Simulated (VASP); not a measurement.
# Nb (Pm-3m) in VASP: further runs

Runs on Nb. Level: PBEsol. Tasks: single point.

All numbers are computed with VASP 6.6.1; they aren't measurements. Logs are shortened: lines on timing, memory, paths and dates and some standing lists are left out, and cuts for length are marked.

## (1) The cell of the first run

The structure is cubic, space group Pm-3m (No. 221). Conventional cell: a = 2.491 Å, b = 2.491 Å, c = 2.491 Å, α = 90.00°, β = 90.00°, γ = 90.00°. Within 3.3 Å of Nb (site symmetry m-3m) lie 6 Nb at 2.49 Å.

## (2) Single point, PBEsol (volume scaled by 0.8)

INCAR

```
PREC     = Accurate       # precision mode
ENCUT    = 520            # plane-wave cutoff, eV
EDIFF    = 1E-7           # SCF threshold, eV
ISMEAR   = -1             # smearing method
SIGMA    = 0.1            # smearing width, eV
LREAL    = False          # projectors in reciprocal space
LASPH    = True           # aspherical terms in the spheres
NELM     = 80             # most SCF steps
ALGO     = Normal         # electronic algorithm
ISIF     = 2              # what is computed and relaxed
LWAVE    = False          # write WAVECAR
LCHARG   = False          # write CHGCAR
GGA      = PS             # functional
NBANDS   = 12             # bands
```

KPOINTS

```
Automatic mesh
0
Gamma
  14 14 14
```

POSCAR

```
Nb
1.0
    2.4907593151      0.0000000000      0.0000000000
    0.0000000000      2.4907593151      0.0000000000
    0.0000000000      0.0000000000      2.4907593151
Nb
1
Direct
    0.0000000000      0.0000000000      0.0000000000
```

Potentials or basis: VASP PAW PBE potentials, release 64 (Nb_sv).

Command:

```sh
cat potpaw_PBE.64/Nb_sv/POTCAR > POTCAR
mpirun -np 1 vasp_std > vasp.out
```

OUTCAR:

```text
PREC = Accurate
   ENCUT = 520
   EDIFF = 1E-7
   ISMEAR = -1
   LREAL = False
   LASPH = True
   NELM = 80
   ISIF = 2
   GGA = PS

 ion  position               nearest neighbor table
   1  0.000  0.000  0.000-

  LATTYP: Found a simple cubic cell.
 ALAT       =     2.4907593151

  Lattice vectors:

 A1 = (   2.4907593151,   0.0000000000,   0.0000000000)
 A2 = (   0.0000000000,   2.4907593151,   0.0000000000)
 A3 = (   0.0000000000,   0.0000000000,   2.4907593151)

Analysis of symmetry for initial positions (statically):
=====================================================================
 Subroutine PRICEL returns:
 Original cell was already a primitive cell.

 Routine SETGRP: Setting up the symmetry group for a
 simple cubic supercell.

 Subroutine GETGRP returns: Found 48 space group operations
 (whereof 48 operations were pure point group operations)
 out of a pool of 48 trial point group operations.

The static configuration has the point symmetry O_h .

Analysis of symmetry for dynamics (positions and initial velocities):
=====================================================================
 Subroutine PRICEL returns:
 Original cell was already a primitive cell.

 Routine SETGRP: Setting up the symmetry group for a
 simple cubic supercell.

 Subroutine GETGRP returns: Found 48 space group operations
 (whereof 48 operations were pure point group operations)
 out of a pool of 48 trial point group operations.

The dynamic configuration has the point symmetry O_h .

 Subroutine INISYM returns: Found 48 space group operations
 (whereof 48 operations are pure point group operations),
 and found     1 'primitive' translations

----------------------------------------------------------------------------------------

                                     Primitive cell

  volume of cell :      15.4524

  direct lattice vectors                    reciprocal lattice vectors
     2.490759315  0.000000000  0.000000000     0.401483995  0.000000000  0.000000000
     0.000000000  2.490759315  0.000000000     0.000000000  0.401483995  0.000000000
     0.000000000  0.000000000  2.490759315     0.000000000  0.000000000  0.401483995

  length of vectors
     2.490759315  2.490759315  2.490759315     0.401483995  0.401483995  0.401483995

  position of ions in fractional coordinates (direct lattice)
     0.000000000  0.000000000  0.000000000

  ion indices of the primitive-cell ions
   primitive index   ion index
                 1           1

----------------------------------------------------------------------------------------

 KPOINTS: Automatic mesh

Automatic generation of k-mesh.
 Grid dimensions read from file:
 generate k-points for:   14   14   14

 Generating k-lattice:

  Cartesian coordinates                     Fractional coordinates (reciprocal lattice)
     0.028677428  0.000000000  0.000000000     0.071428571  0.000000000  0.000000000
     0.000000000  0.028677428  0.000000000     0.000000000  0.071428571  0.000000000
     0.000000000  0.000000000  0.028677428     0.000000000  0.000000000  0.071428571

  Length of vectors
     0.028677428  0.028677428  0.028677428

  Shift w.r.t. Gamma in fractional coordinates (k-lattice)
     0.000000000  0.000000000  0.000000000

 Subroutine IBZKPT returns following result:
 ===========================================

 Found    120 irreducible k-points:

 Following reciprocal coordinates:
            Coordinates               Weight
  0.000000  0.000000  0.000000      1.000000
  0.071429  0.000000  0.000000      6.000000
  0.142857  0.000000  0.000000      6.000000
  0.214286  0.000000  0.000000      6.000000
  0.285714  0.000000  0.000000      6.000000
  0.357143  0.000000  0.000000      6.000000
[... 16 lines left out ...]
  0.285714  0.214286  0.000000     24.000000
  0.357143  0.214286  0.000000     24.000000
 [... further k-points ...]
   k-points           NKPTS =    120   k-points in BZ     NKDIM =    120   number of bands    NBANDS=     12
   number of dos      NEDOS =    301   number of ions     NIONS =      1
   total plane-waves  NPLWV =   8000
   dimension x,y,z NGX =    20 NGY =   20 NGZ =   20
   dimension x,y,z NGXF=    40 NGYF=   40 NGZF=   40
   ions per type =               1
   NGX,Y,Z   is equivalent  to a cutoff of  13.35, 13.35, 13.35 a.u.
   NGXF,Y,Z  is equivalent  to a cutoff of  26.70, 26.70, 26.70 a.u.
 SYSTEM =  unknown system
   PREC   = accura    normal or accurate (medium, high low for compatibility)
   ISTART =      0    job   : 0-new  1-cont  2-samecut
   ICHARG =      2    charge: 1-file 2-atom 10-const
   ISPIN  =      1    spin polarized calculation?
   LNONCOLLINEAR =      F non collinear calculations
   LSORBIT =      F    spin-orbit coupling
   LASPH  =      T    aspherical Exc in radial PAW
   ENCUT  =  520.0 eV  38.22 Ry    6.18 a.u.   4.63  4.63  4.63*2*pi/ulx,y,z
   NELM   =     80;   NELMIN=  2; NELMDL= -5     # of ELM steps
   EDIFF  = 0.1E-06   stopping-criterion for ELM
   LREAL  =      F    real-space projection
   EDIFFG = 0.1E-05   stopping-criterion for IOM
   NSW    =      0    number of steps for IOM
   IBRION =     -1    ionic relax: 0-MD 1-quasi-New 2-CG
   NFREE  =      0    steps in history (QN), initial steepest desc. (CG)
   ISIF   =      2    stress and relaxation
   ISYM   =      2    0-nonsym 1-usesym 2-fastsym
   POTIM  = 0.5000    time-step for ionic-motion
   TEBEG  =    0.0;   TEEND  =   0.0 temperature during run
   PSTRESS=    0.0 pullay stress
   NELECT =      13.0000    total number of electrons
   NUPDOWN=      -1.0000    fix difference up-down
   EMIN   =  10.00;   EMAX   =-10.00  energy-range for DOS
   EFERMI =   0.00;   METHOD = LEGACY
   ISMEAR =    -1;   SIGMA  =   0.10  broadening in eV -4-tet -1-fermi 0-gaus
   EFERMI_NEDOS =   21; number of points for ismear=-14 and -15
   IALGO  =     38    algorithm
   IMIX   =      4    mixing-type and parameters
     AMIX     =   0.40;   BMIX     =  1.00
     AMIX_MAG =   1.60;   BMIX_MAG =  1.00
  volume/ion in A,a.u.               =      15.45       104.28
  Fermi-wavevector in a.u.,A,eV,Ry     =   1.545459  2.920494 32.496752  2.388444
  Thomas-Fermi vector in A             =   2.650835
   LORBIT       =      0    0 simple, 1 ext, 2 COOP (PROOUT), +10 PAW based schemes
   GGA     = PS    functional components
   LHFCALC =     F    Hartree Fock is set to
   AEXX    =    0.0000 exact exchange contribution
   IVDW    =     0    specifies the selected vdW correction
   LEPSILON=     F    determine dielectric tensor
   LRPA    =     F    only Hartree local field effects (RPA)
 non-spin polarized calculation
  energy-cutoff  :      520.00
  volume of cell :       15.45
 maximum number of plane-waves:       437
 NGX is ok and might be reduce to    20
   NGX =  9   NGY =  9   NGZ =  9

 number of electron      13.0000003 magnetization

 Free energy of the ion-electron system (eV)
  ---------------------------------------------------
  ext. energy  EPLUGINS =         0.00000000
  ---------------------------------------------------
  free energy    TOTEN  =        -9.45077617 eV

  energy without entropy =       -9.42427291  energy(sigma->0) =       -9.43752454

 E-fermi :  13.6002     XC(G=0): -13.3328

 val. band max:       13.5726244326   @ k =   0.5000   0.2143   0.1429
 cond. band min:      13.6274342407   @ k =   0.4286   0.0714   0.0000
 fundamental gap:      0.0548098081
 Fermi energy:        13.6002115532

 k-point     1 :       0.0000    0.0000    0.0000
  band No.  band energies     occupation
      1     -41.2426      2.00000
      2     -15.7172      2.00000
      3     -15.7172      2.00000
      4     -15.7172      2.00000
      5       7.3957      2.00000
      6       9.4774      2.00000
      7       9.4774      2.00000
      8      20.3777      0.00000
      9      20.3777      0.00000
     10      20.3777      0.00000
     11      30.5127      0.00000
     12      30.5127      0.00000

 k-point     2 :       0.0714    0.0000    0.0000
  band No.  band energies     occupation
      1     -41.2203      2.00000
      2     -15.8859      2.00000
      3     -15.7029      2.00000
      4     -15.7029      2.00000
      5       7.5880      2.00000
      6       9.5308      2.00000
      7       9.7416      2.00000
      8      20.0111      0.00000
      9      20.0111      0.00000
     10      20.4023      0.00000
     11      29.6899      0.00000
     12      30.9431      0.00000

 k-point     3 :       0.1429    0.0000    0.0000
  band No.  band energies     occupation
      1     -41.1572      2.00000
      2     -16.3427      2.00000
      3     -15.6627      2.00000
      4     -15.6627      2.00000
      5       8.0629      2.00000
      6       9.6841      2.00000
      7      10.5539      2.00000
      8      19.1165      0.00000
      9      19.1165      0.00000
     10      20.4717      0.00000
     11      28.0061      0.00000
     12      32.0007      0.00000
[... 286 lines left out ...]
 k-point    23 :       0.2857    0.2143    0.0000
  band No.  band energies     occupation
      1     -40.7853      2.00000
      2     -17.4571      2.00000
      3     -16.7307      2.00000
      4     -15.4296      2.00000
      5      10.0846      2.00000
      6      11.3569      2.00000
      7      13.7458      0.37806
      8      16.2548      0.00000
      9      17.3430      0.00000
     10      18.6102      0.00000
     11      26.6251      0.00000
     12      29.8266      0.00000

 k-point    24 :       0.3571    0.2143    0.0000
  band No.  band energies     occupation
      1     -40.6898      2.00000
      2     -17.9989      2.00000
      3     -16.6535      2.00000
      4     -15.3711      2.00000
      5      10.3957      2.00000
      6      11.2560      2.00000
      7      13.9654      0.05056
      8      16.6093      0.00000
      9      17.4292      0.00000
     10      18.7450      0.00000
     11      25.8250      0.00000
     12      30.7116      0.00000

 [... further k-points ...]

------------------------ aborting loop because EDIFF is reached ----------------------------------------

  FORCE on cell =-STRESS in cart. coord.  units (eV):
  Direction    XX          YY          ZZ          XY          YZ          ZX
  --------------------------------------------------------------------------------------
  -------------------------------------------------------------------------------------
  Total        4.7055964      4.7055964      4.7055964     -0.0000000     -0.0000000      0.0000000
  in kB      487.8990410    487.8990410    487.8990410     -0.0000000     -0.0000000      0.0000000
  external PRESSURE =     487.8990410 kB  Pullay stress =       0.0000000 kB

 VOLUME and BASIS-vectors are now :
 -----------------------------------------------------------------------------
  energy-cutoff  :      520.00
  volume of cell :       15.45
      direct lattice vectors                 reciprocal lattice vectors
     2.490759315  0.000000000  0.000000000     0.401483995  0.000000000  0.000000000
     0.000000000  2.490759315  0.000000000     0.000000000  0.401483995  0.000000000
     0.000000000  0.000000000  2.490759315     0.000000000  0.000000000  0.401483995

 POSITION                                       TOTAL-FORCE (eV/Angst)
 -----------------------------------------------------------------------------------
      0.00000      0.00000      0.00000         0.000000      0.000000      0.000000
 -----------------------------------------------------------------------------------
    total drift:                               -0.000000     -0.000000     -0.000000

  FREE ENERGIE OF THE ION-ELECTRON SYSTEM (eV)
  ---------------------------------------------------
  free  energy   TOTEN  =        -9.4507761704 eV

  energy  without entropy=       -9.4242729063  energy(sigma->0) =       -9.43752454
```

Run time: 14 s. Hardware: 1 thread of AMD EPYC 7R13 (Zen 3), shared host; peak memory 0.11 GiB.

What came out:

```
Free energy : -9.4508 eV
Pressure    : 48.8 GPa
```

Levels at points of the mesh, in eV from the Fermi level:
```csv
k point,band 4,band 5,band 6,band 7,band 8,band 9,band 10,band 11
"(0.00, 0.00, 0.00)",-29.32,-6.20,-4.12,-4.12,6.78,6.78,6.78,16.91
"(0.50, 0.00, 0.00)",-29.02,-2.88,-2.74,1.00,2.00,2.00,7.30,13.07
"(0.50, 0.50, 0.00)",-28.75,-6.11,-1.29,3.02,3.02,7.48,7.48,9.97
"(0.50, 0.50, 0.50)",-31.35,-3.98,-3.98,-3.98,6.78,10.33,10.33,16.46
```

Caveat: the PAW data sets were made with another functional, which shifts forces and pressure a little.

## (3) Single point, PBEsol (volume scaled by 0.9)

INCAR

```
SYSTEM = Nb
PREC = Accurate ; ENCUT = 520
EDIFF = 1E-6 ; ISMEAR = -1
SIGMA = 0.1 ; LREAL = .False.
LASPH = .True. ; NELM = 60
ALGO = Normal ; ISIF = 2
LWAVE = .False. ; LCHARG = .False.
GGA = PS ; NBANDS = 12
```

KPOINTS

```
Automatic mesh
0
Gamma
  14 14 14
  0 0 0
```

POSCAR

```
Nb
1.0
    2.5904940793      0.0000000000      0.0000000000
    0.0000000000      2.5904940793      0.0000000000
    0.0000000000      0.0000000000      2.5904940793
Nb
1
Direct
    0.0000000000      0.0000000000      0.0000000000
```

Potentials or basis: VASP PAW PBE potentials, release 64 (Nb_sv).

Command:

```sh
cat potpaw_PBE.64/Nb_sv/POTCAR > POTCAR
mpirun -np 1 vasp_std > vasp.out
```

OUTCAR:

```text
SYSTEM = Nb
   PREC = Accurate
   ENCUT = 520
   EDIFF = 1E-6
   ISMEAR = -1
   LREAL = .False.
   LASPH = .True.
   NELM = 60
   ISIF = 2
   GGA = PS

 ion  position               nearest neighbor table
   1  0.000  0.000  0.000-

  LATTYP: Found a simple cubic cell.
 ALAT       =     2.5904940793

  Lattice vectors:

 A1 = (   2.5904940793,   0.0000000000,   0.0000000000)
 A2 = (   0.0000000000,   2.5904940793,   0.0000000000)
 A3 = (   0.0000000000,   0.0000000000,   2.5904940793)

Analysis of symmetry for initial positions (statically):
=====================================================================
 Subroutine PRICEL returns:
 Original cell was already a primitive cell.

 Routine SETGRP: Setting up the symmetry group for a
 simple cubic supercell.

 Subroutine GETGRP returns: Found 48 space group operations
 (whereof 48 operations were pure point group operations)
 out of a pool of 48 trial point group operations.

The static configuration has the point symmetry O_h .

Analysis of symmetry for dynamics (positions and initial velocities):
[... 167 lines left out ...]
      2     -17.8405      2.00000
      3     -17.8405      2.00000
      4     -17.8405      2.00000
      5       5.7469      2.00000
      6       8.2684      2.00000
      7       8.2684      2.00000
      8      17.7137      0.00000
      9      17.7137      0.00000
     10      17.7137      0.00000
     11      27.5472      0.00000
     12      27.5472      0.00000
[... 331 lines left out ...]
 k-point    24 :       0.3571    0.2143    0.0000
  band No.  band energies     occupation
      1     -42.5450      2.00000
      2     -19.5162      2.00000
      3     -18.5253      2.00000
      4     -17.5942      2.00000
      5       8.8107      2.00000
      6       9.7701      2.00000
      7      11.9614      0.18381
      8      14.5443      0.00000
      9      15.0144      0.00000
     10      16.3527      0.00000
     11      22.9807      0.00000
     12      27.6229      0.00000

 [... further k-points ...]

------------------------ aborting loop because EDIFF is reached ----------------------------------------

  FORCE on cell =-STRESS in cart. coord.  units (eV):
  Direction    XX          YY          ZZ          XY          YZ          ZX
  --------------------------------------------------------------------------------------
  -------------------------------------------------------------------------------------
  Total        1.9625905      1.9625905      1.9625905     -0.0000000      0.0000000      0.0000000
  in kB      180.8807936    180.8807936    180.8807936     -0.0000000      0.0000000      0.0000000
  external PRESSURE =     180.8807936 kB  Pullay stress =       0.0000000 kB

 VOLUME and BASIS-vectors are now :
 -----------------------------------------------------------------------------
  energy-cutoff  :      520.00
  volume of cell :       17.38
      direct lattice vectors                 reciprocal lattice vectors
     2.590494079  0.000000000  0.000000000     0.386026746  0.000000000  0.000000000
     0.000000000  2.590494079  0.000000000     0.000000000  0.386026746  0.000000000
     0.000000000  0.000000000  2.590494079     0.000000000  0.000000000  0.386026746

 POSITION                                       TOTAL-FORCE (eV/Angst)
 -----------------------------------------------------------------------------------
      0.00000      0.00000      0.00000         0.000000      0.000000      0.000000
 -----------------------------------------------------------------------------------
    total drift:                               -0.000000     -0.000000     -0.000000

  FREE ENERGIE OF THE ION-ELECTRON SYSTEM (eV)
  ---------------------------------------------------
  free  energy   TOTEN  =        -9.8395443497 eV

  energy  without entropy=       -9.8066845284  energy(sigma->0) =       -9.82311444
```

OSZICAR:

```text
N       E                     dE             d eps       ncg     rms          rms(c)
DAV:   1     0.121722073050E+03    0.12172E+03   -0.72624E+03  2888   0.108E+03
DAV:   2    -0.513656562272E+01   -0.12686E+03   -0.12119E+03  3116   0.395E+02
DAV:   3    -0.978089725171E+01   -0.46443E+01   -0.44026E+01  4116   0.671E+01
DAV:   4    -0.100767437205E+02   -0.29585E+00   -0.29397E+00  4120   0.150E+01
DAV:   5    -0.100870845042E+02   -0.10341E-01   -0.10338E-01  4184   0.232E+00    0.822E+00
DAV:   6    -0.984679038999E+01    0.24029E+00   -0.41583E-01  4612   0.808E+00    0.325E+00
DAV:   7    -0.983296527166E+01    0.13825E-01   -0.11622E-01  4684   0.427E+00    0.947E-01
DAV:   8    -0.983950186497E+01   -0.65366E-02   -0.14589E-02  3176   0.154E+00    0.562E-02
DAV:   9    -0.983954432885E+01   -0.42464E-04   -0.12241E-03  4512   0.275E-01    0.717E-02
DAV:  10    -0.983954961110E+01   -0.52823E-05   -0.33061E-05  3356   0.417E-02    0.690E-02
DAV:  11    -0.983954796243E+01    0.16487E-05   -0.51006E-05  3372   0.111E-01    0.173E-02
DAV:  12    -0.983954672845E+01    0.12340E-05   -0.28786E-06  3616   0.270E-02    0.202E-02
DAV:  13    -0.983954426436E+01    0.24641E-05   -0.58202E-06  3352   0.267E-02    0.178E-03
DAV:  14    -0.983954434971E+01   -0.85353E-07   -0.29909E-07  1812   0.764E-03
   1 F= -.98395443E+01 E0= -.98231144E+01  d E =-.328598E-01
```

Wall time 14 s (1 thread of AMD EPYC 7R13 (Zen 3), shared host); peak memory 0.11 GiB.

Results:

* Free energy: -9.8395 eV
* Pressure: 18.1 GPa

Caveat: the PAW data sets were made with another functional, which shifts forces and pressure a little.

(Part 1 of 2 ends here.)
